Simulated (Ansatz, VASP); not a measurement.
## Two plane-wave programs on Si3Bi2Te2

```
CELL_PARAMETERS angstrom
4.15181 0.00000 0.00000
-2.07590 3.59557 0.00000
0.00000 0.00000 13.66196
ATOMIC_POSITIONS crystal
Si 0.00000 0.00000 0.58503
Si 0.00000 0.00000 0.41497
Si 0.00000 0.00000 0.00000
Bi 0.66667 0.33333 0.68202
Bi 0.66667 0.33333 0.31798
Te 0.33333 0.66667 0.12460
Te 0.33333 0.66667 0.87540
```

Alike in both runs: functional PBE; k mesh 5 × 5 × 2; occupations gaussian, width 0.2 eV; no spin polarisation.

Ansatz relaxed the structure, and its values are those at the end. VASP's run is a single point on that final structure, the one shown.

|  | VASP | Ansatz |
| --- | --- | --- |
| version | VASP 6.6.1 | Ansatz 0.2.0 |
| potentials or method | VASP PAW PBE potentials, release 64 (Si, Bi_d, Te), cutoff 500 eV | scalar-relativistic, plane waves, PAW |
| valence electrons in the cell | 54 | 74 |

Ansatz gave:

- gap on the k mesh at the Fermi level (eV): none
- pressure (GPa): -0.3
- rms of the force components (eV/Å): 0.012

Problem. Which values does VASP return?

Solution. gap on the k mesh at the Fermi level (eV): none; pressure (GPa): -0.3; rms of the force components (eV/Å): 0.014.

A gap of «none» marks a metal or a gap that the smearing closes. VASP's potentials hold 54 valence electrons a cell and Ansatz's 74, so a difference there can come from the potentials and not from the codes.

Spin-orbit coupling is off throughout.
